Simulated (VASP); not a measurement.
Here is a VASP 6.6.1 calculation.

INCAR

```
SYSTEM = Lu4ZrO
  PREC = Accurate
  ENCUT = 600
  EDIFF = 1E-6
  ISMEAR = 0
  SIGMA = 0.1
  LREAL = .FALSE.
  LASPH = .TRUE.
  NELM = 100
  ALGO = Normal
  ISIF = 3
  LWAVE = .FALSE.
  LCHARG = .FALSE.
  GGA = PE
  IBRION = 2
  NSW = 90
  EDIFFG = -0.04
```

Contents of KPOINTS:

```
Automatic mesh
0
G
  4 4 4
  0 0 0
```

File POSCAR:

```
Lu4ZrO
1.0
   -2.8917594600      2.8917594600      3.8906705300
    2.8917594600     -2.8917594600      3.8906705300
    2.8917594600      2.8917594600     -3.8906705300
Lu Zr O
4 1 1
Direct
    0.5000000000      0.5000000000      0.5000000000
    0.0000000000      0.0000000000      0.5000000000
    0.5000000000      0.0000000000      0.0000000000
    0.0000000000      0.5000000000      0.0000000000
    0.5000000000      0.5000000000      0.0000000000
    0.0000000000      0.0000000000      0.0000000000
```

Potentials or basis: VASP PAW PBE potentials, release 64 (Lu, Zr_sv, O).

Command:

```bash
$ cat potpaw_PBE.64/Lu/POTCAR potpaw_PBE.64/Zr_sv/POTCAR potpaw_PBE.64/O/POTCAR > POTCAR
$ mpirun -np 1 vasp_std > vasp.out
```

Problem. Estimate the relaxed cell.

Solution. a = 5.866 Å, b = 5.866 Å, c = 5.866 Å, α = 110.94°, β = 110.94°, γ = 106.58°.

Problem. Estimate the band gap on the k mesh.

Solution. Zero (band 59 reaches 3.36 eV, above the bottom of band 60 at 2.59 eV).

The path:
| step | energy change (eV) | largest force (eV/Å) | pressure (GPa) | volume (Å³) |
| --- | --- | --- | --- | --- |
| 1 | 0.0000 | 0.0000 | 12.15 | 130.14 |
| 2 | -2.0587 | 0.0000 | -1.79 | 162.34 |
| 3 | -2.0690 | 0.0000 | -2.62 | 166.18 |
| 4 | -2.0695 | 0.0000 | -2.48 | 164.96 |
| 5 | -2.2711 | 0.0000 | -0.57 | 157.52 |
| 6 | -2.2864 | 0.0000 | 0.14 | 155.09 |

Caveat: the k points lie up to 0.33 Å⁻¹ apart in the final cell; the volume moved by over 15 % at a fixed basis, so the end points are rough; spin-orbit coupling is left out, which moves the levels of the heavy elements.
